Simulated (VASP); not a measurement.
# CdSi4O (F-43m) in VASP: notebook

CdSi4O is run at these levels: PBE; tasks: single point, relaxation of cell and atoms.

Program: VASP 6.6.1. These are calculated values, not measurements. Logs are shortened: lines on timing, memory, paths and dates and some standing lists are left out, and cuts for length are marked.

### Step 1. The cell of the first run

It takes space group F-43m (No. 216, cubic). Conventional cell: a = 7.203 Å, b = 7.203 Å, c = 7.203 Å, α = 90.00°, β = 90.00°, γ = 90.00°. Cd (site symmetry -43m) has 12 Si at 2.99 Å and 4 O at 3.12 Å within 3.9 Å. Si (site symmetry 3m) has 6 Si at 2.51 to 2.58 Å and 3 O at 2.98 Å and 3 Cd at 2.99 Å within 3.3 Å. O (site symmetry -43m) has 12 Si at 2.98 Å and 4 Cd at 3.12 Å within 3.9 Å.

### Step 2. Single point, PBE

INCAR reads:

```
SYSTEM = CdSi4O
PREC = Accurate ; ENCUT = 520
EDIFF = 1E-7 ; ISMEAR = 0
SIGMA = 0.1 ; LREAL = .FALSE.
LASPH = .TRUE. ; NELM = 80
ALGO = Normal ; ISIF = 2
LWAVE = .FALSE. ; LCHARG = .FALSE.
GGA = PE ; NBANDS = 26
```

KPOINTS reads:

```
Automatic mesh
0
G
  10 10 10
  0 0 0
```

POSCAR reads:

```
CdSi4O
1.0
    0.0000000000      3.6017496232      3.6017496232
    3.6017496232      0.0000000000      3.6017496232
    3.6017496232      3.6017496232      0.0000000000
Cd Si O
1 4 1
Direct
    0.5000000000      0.5000000000      0.5000000000
    0.6301580995      0.1232806335      0.1232806335
    0.1232806335      0.1232806335      0.1232806335
    0.1232806335      0.1232806335      0.6301580995
    0.1232806335      0.6301580995      0.1232806335
    0.7500000000      0.7500000000      0.7500000000
```

Potentials or basis: VASP PAW PBE potentials, release 64 (Cd, Si, O).

On the command line:

```console
> cat potpaw_PBE.64/Cd/POTCAR potpaw_PBE.64/Si/POTCAR potpaw_PBE.64/O/POTCAR > POTCAR
> mpirun -np 1 vasp_std > vasp.out
```

OUTCAR:

```text
SYSTEM = CdSi4O
   PREC = Accurate
   ENCUT = 520
   EDIFF = 1E-7
   ISMEAR = 0
   LREAL = .FALSE.
   LASPH = .TRUE.
   NELM = 80
   ISIF = 2
   GGA = PE

 ion  position               nearest neighbor table
   1  0.500  0.500  0.500-   2 2.99   4 2.99   5 2.99   3 2.99   3 2.99   3 2.99   2 2.99   5 2.99
                             5 2.99   2 2.99   4 2.99   4 2.99
   2  0.630  0.123  0.123-   3 2.51   4 2.51   5 2.51   5 2.58   4 2.58   3 2.58   1 2.99   1 2.99
                             1 2.99
   3  0.123  0.123  0.123-   2 2.51   4 2.51   5 2.51   2 2.58   5 2.58   4 2.58   1 2.99   1 2.99
                             1 2.99
   4  0.123  0.123  0.630-   2 2.51   3 2.51   5 2.51   5 2.58   2 2.58   3 2.58   1 2.99   1 2.99
                             1 2.99
   5  0.123  0.630  0.123-   2 2.51   3 2.51   4 2.51   2 2.58   4 2.58   3 2.58   1 2.99   1 2.99
                             1 2.99
   6  0.750  0.750  0.750-

  LATTYP: Found a face centered cubic cell.
 ALAT       =     7.2034992464

  Lattice vectors:

 A1 = (   0.0000000000,   3.6017496232,   3.6017496232)
 A2 = (   3.6017496232,   0.0000000000,   3.6017496232)
 A3 = (   3.6017496232,   3.6017496232,   0.0000000000)

Analysis of symmetry for initial positions (statically):
=====================================================================
 Subroutine PRICEL returns:
 Original cell was already a primitive cell.

 Routine SETGRP: Setting up the symmetry group for a
 face centered cubic supercell.

 Subroutine GETGRP returns: Found 24 space group operations
 (whereof 24 operations were pure point group operations)
 out of a pool of 48 trial point group operations.

The static configuration has the point symmetry T_d .

Analysis of symmetry for dynamics (positions and initial velocities):
=====================================================================
 Subroutine PRICEL returns:
 Original cell was already a primitive cell.

 Routine SETGRP: Setting up the symmetry group for a
 face centered cubic supercell.

 Subroutine GETGRP returns: Found 24 space group operations
 (whereof 24 operations were pure point group operations)
 out of a pool of 48 trial point group operations.

The dynamic configuration has the point symmetry T_d .

 Subroutine INISYM returns: Found 24 space group operations
 (whereof 24 operations are pure point group operations),
[... 98 lines left out ...]
   ISPIN  =      1    spin polarized calculation?
   LNONCOLLINEAR =      F non collinear calculations
   LSORBIT =      F    spin-orbit coupling
   LASPH  =      T    aspherical Exc in radial PAW
   ENCUT  =  520.0 eV  38.22 Ry    6.18 a.u.   9.47  9.47  9.47*2*pi/ulx,y,z
   NELM   =     80;   NELMIN=  2; NELMDL= -5     # of ELM steps
   EDIFF  = 0.1E-06   stopping-criterion for ELM
   LREAL  =      F    real-space projection
   EDIFFG = 0.1E-05   stopping-criterion for IOM
   NSW    =      0    number of steps for IOM
   IBRION =     -1    ionic relax: 0-MD 1-quasi-New 2-CG
   NFREE  =      0    steps in history (QN), initial steepest desc. (CG)
   ISIF   =      2    stress and relaxation
   ISYM   =      2    0-nonsym 1-usesym 2-fastsym
   POTIM  = 0.5000    time-step for ionic-motion
   TEBEG  =    0.0;   TEEND  =   0.0 temperature during run
   PSTRESS=    0.0 pullay stress
   NELECT =      34.0000    total number of electrons
   NUPDOWN=      -1.0000    fix difference up-down
   EMIN   =  10.00;   EMAX   =-10.00  energy-range for DOS
   EFERMI =   0.00;   METHOD = LEGACY
   ISMEAR =     0;   SIGMA  =   0.10  broadening in eV -4-tet -1-fermi 0-gaus
   EFERMI_NEDOS =   21; number of points for ismear=-14 and -15
   IALGO  =     38    algorithm
   IMIX   =      4    mixing-type and parameters
     AMIX     =   0.40;   BMIX     =  1.00
     AMIX_MAG =   1.60;   BMIX_MAG =  1.00
  volume/ion in A,a.u.               =      15.57       105.10
  Fermi-wavevector in a.u.,A,eV,Ry     =   1.168721  2.208563 18.584326  1.365909
  Thomas-Fermi vector in A             =   2.305204
   LORBIT       =      0    0 simple, 1 ext, 2 COOP (PROOUT), +10 PAW based schemes
   GGA     = PE    functional components
   LHFCALC =     F    Hartree Fock is set to
   AEXX    =    0.0000 exact exchange contribution
   IVDW    =     0    specifies the selected vdW correction
   LEPSILON=     F    determine dielectric tensor
   LRPA    =     F    only Hartree local field effects (RPA)
 non-spin polarized calculation
 Gauss-broadening in eV      SIGMA  =   0.10
  energy-cutoff  :      520.00
  volume of cell :       93.45
 maximum number of plane-waves:      2565
 NGX is ok and might be reduce to    40
   NGX = 19   NGY = 19   NGZ = 19

 number of electron      33.9999993 magnetization

 Free energy of the ion-electron system (eV)
  ---------------------------------------------------
  ext. energy  EPLUGINS =         0.00000000
  ---------------------------------------------------
  free energy    TOTEN  =       -24.06000243 eV

  energy without entropy =      -24.05042890  energy(sigma->0) =      -24.05521566

 E-fermi :   6.5165     XC(G=0): -10.8414

 val. band max:        6.4952795912   @ k =  -0.4000   0.2000   0.1000
 cond. band min:       6.5589972628   @ k =   0.3000   0.3000   0.0000
 fundamental gap:      0.0637176717
 Fermi energy:         6.5165070454

 k-point     1 :       0.0000    0.0000    0.0000
  band No.  band energies     occupation
      1      -9.7171      2.00000
      2      -5.9044      2.00000
      3      -2.3545      2.00000
      4      -2.3545      2.00000
      5      -2.3545      2.00000
      6      -2.3131      2.00000
[... 685 lines left out ...]
     25      12.4255      0.00000
     26      12.8990      0.00000

 [... further k-points ...]
[... 5 lines left out ...]
  --------------------------------------------------------------------------------------
  -------------------------------------------------------------------------------------
  Total        0.0362620      0.0362620      0.0362620      0.0000000      0.0000000      0.0000000
  in kB        0.6217159      0.6217159      0.6217159      0.0000000      0.0000000      0.0000000
  external PRESSURE =       0.6217159 kB  Pullay stress =       0.0000000 kB

 VOLUME and BASIS-vectors are now :
 -----------------------------------------------------------------------------
  energy-cutoff  :      520.00
  volume of cell :       93.45
      direct lattice vectors                 reciprocal lattice vectors
     0.000000000  3.601749623  3.601749623    -0.138821421  0.138821421  0.138821421
     3.601749623  0.000000000  3.601749623     0.138821421 -0.138821421  0.138821421
     3.601749623  3.601749623  0.000000000     0.138821421  0.138821421 -0.138821421

 POSITION                                       TOTAL-FORCE (eV/Angst)
 -----------------------------------------------------------------------------------
      3.60175      3.60175      3.60175        -0.000000     -0.000000     -0.000000
      0.88805      2.71370      2.71370        -0.000359      0.000359      0.000359
      0.88805      0.88805      0.88805        -0.000359     -0.000359     -0.000359
      2.71370      2.71370      0.88805         0.000359      0.000359     -0.000359
      2.71370      0.88805      2.71370         0.000359     -0.000359      0.000359
      5.40262      5.40262      5.40262        -0.000000     -0.000000     -0.000000
 -----------------------------------------------------------------------------------
    total drift:                                0.000000      0.000000     -0.000000

  FREE ENERGIE OF THE ION-ELECTRON SYSTEM (eV)
  ---------------------------------------------------
  free  energy   TOTEN  =       -24.0600024301 eV

  energy  without entropy=      -24.0504288981  energy(sigma->0) =      -24.05521566
```

Run time: 76 s. Hardware: 1 thread of Intel Xeon 6975P-C (Granite Rapids), shared host; peak memory 0.3 GiB.

What came out:

```
Free energy            : -24.0600 eV
Pressure               : 0.1 GPa
Band gap on the k mesh : zero (band 17 reaches 7.14 eV, above the bottom of band 18 at 5.34 eV)
```

Levels at points of the mesh, in eV from the Fermi level:
```csv
k point,band 14,band 15,band 16,band 17,band 18,band 19,band 20,band 21
"(0.00, 0.00, 0.00)",-3.88,-1.56,-1.56,-1.56,-1.17,-0.72,-0.72,4.22
"(0.50, 0.00, 0.00)",-1.67,-0.65,-0.65,0.25,0.82,0.82,0.99,2.56
"(0.50, 0.50, 0.00)",-1.11,-0.91,0.62,0.62,0.69,1.44,1.57,2.12
```

### Step 3. Relaxation of cell and atoms, PBE

This run uses another cell than the first one, of 16.11 Å³/atom, 1.034 times its volume.

INCAR reads:

```
SYSTEM = CdSi4O
  PREC = Accurate
  ENCUT = 600
  EDIFF = 1E-6
  ISMEAR = 0
  SIGMA = 0.1
  LREAL = .False.
  LASPH = .True.
  NELM = 100
  ALGO = Normal
  ISIF = 3
  LWAVE = .False.
  LCHARG = .False.
  GGA = PE
  IBRION = 2
  NSW = 100
  EDIFFG = -0.01
```

KPOINTS reads:

```
regular mesh
0
Gamma
  10 10 10
  0 0 0
```

POSCAR reads:

```
CdSi4O
1.0
    0.0000000000      3.6425879300      3.6425879300
    3.6425879300      0.0000000000      3.6425879300
    3.6425879300      3.6425879300      0.0000000000
Cd Si O
1 4 1
Direct
    0.5000000000      0.5000000000      0.5000000000
    0.6278313600      0.1240562100      0.1240562100
    0.1240562100      0.1240562100      0.1240562100
    0.1240562100      0.1240562100      0.6278313600
    0.1240562100      0.6278313600      0.1240562100
    0.7500000000      0.7500000000      0.7500000000
```

Potentials or basis: VASP PAW PBE potentials, release 64 (Cd, Si, O).

On the command line:

```console
> cat potpaw_PBE.64/Cd/POTCAR potpaw_PBE.64/Si/POTCAR potpaw_PBE.64/O/POTCAR > POTCAR
> mpirun -np 1 vasp_std > vasp.out
```

It took 6.6 min on 1 thread of Oxide Virtual Turin-like, shared host; peak memory 0.32 GiB.

It converged, with:

```
Free energy                            : -24.0630 eV
Relaxed volume                         : 15.57 Å³/atom
Relaxed cell                           : a = 5.093 Å, b = 5.093 Å, c = 5.093 Å, α = 60.00°, β = 60.00°, γ = 60.00°
Space group after relaxing (to 0.05 Å) : F-43m (No. 216)
Energy gained by relaxing              : 5.2 meV/atom
Ionic steps                            : 5
Pressure after relaxing                : 0.1 GPa
Largest force after relaxing           : 0.005 eV/Å
Band gap on the k mesh                 : zero (band 17 reaches 7.14 eV, above the bottom of band 18 at 5.35 eV)
```

Forces in eV/Å, atoms in the order of the input:
```
Cd   0.000  0.000  0.000
Si   0.003 -0.003 -0.003
Si   0.003  0.003  0.003
Si  -0.003 -0.003  0.003
Si  -0.003  0.003 -0.003
O    0.000  0.000  0.000
```

Step by step:
| step | energy change (eV) | largest force (eV/Å) | pressure (GPa) | volume (Å³) |
| --- | --- | --- | --- | --- |
| 1 | 0.0000 | 0.1854 | -2.67 | 96.66 |
| 2 | -0.0307 | 0.0182 | 0.48 | 92.96 |
| 3 | -0.0313 | 0.0412 | 0.06 | 93.39 |
| 4 | -0.0313 | 0.0378 | 0.12 | 93.33 |
| 5 | -0.0315 | 0.0055 | 0.06 | 93.39 |

Final structure:
```
Cd Si O
1.0
     0.00000    3.60103    3.60103
     3.60103    0.00000    3.60103
     3.60103    3.60103    0.00000
Cd Si O
1 4 1
Cartesian
  3.6010 3.6010 3.6010
  0.8877 2.7133 2.7133
  0.8877 0.8877 0.8877
  2.7133 2.7133 0.8877
  2.7133 0.8877 2.7133
  5.4016 5.4016 5.4016
```

Levels at points of the mesh, in eV from the Fermi level:
```
           k point  band 15  band 16  band 17  band 18  band 19  band 20
(0.00, 0.00, 0.00)    -1.56    -1.56    -1.56    -1.17    -0.72    -0.72
(0.50, 0.00, 0.00)    -0.65    -0.65     0.25     0.82     0.82     0.99
(0.50, 0.50, 0.00)    -0.91     0.62     0.62     0.69     1.44     1.57
```
